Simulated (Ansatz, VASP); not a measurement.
**B3Pd in VASP and in Ansatz**

```
B Pd
1.0
     0.00000    3.65038    3.65038
     3.65038    0.00000    3.65038
     3.65038    3.65038    0.00000
B Pd
6 2
Direct
  0.62500 0.62500 0.62500
  0.62500 0.62500 0.12500
  0.62500 0.12500 0.62500
  0.12500 0.62500 0.62500
  0.75000 0.75000 0.75000
  0.50000 0.50000 0.50000
  0.00000 0.00000 0.00000
  0.25000 0.25000 0.25000
```

Alike in both runs: functional PBE; k mesh 4 × 4 × 4; occupations gaussian, width 0.2 eV; no spin polarisation.

Ansatz relaxed the structure, and its values are those at the end. VASP's run is a single point on that final structure, the one shown.

```csv
,VASP,Ansatz
version,VASP 6.6.1,Ansatz 0.2.0
potentials or method,"VASP PAW PBE potentials, release 64 (B, Pd), cutoff 500 eV","scalar-relativistic, plane waves, PAW"
valence electrons in the cell,38,54
```

|  | VASP | Ansatz | Ansatz less VASP |
| --- | --- | --- | --- |
| gap on the k mesh at the Fermi level (eV) | none | none | - |
| pressure (GPa) | 0.1 | 0.1 | 0.00 |

A gap of «none» marks a metal or a gap that the smearing closes. The functional is the same, so the differences come from potentials, cutoffs and numerics. VASP's potentials hold 38 valence electrons a cell and Ansatz's 54, so a difference there can come from the potentials and not from the codes.

The k mesh is coarse, so the values compare programs but aren't converged.
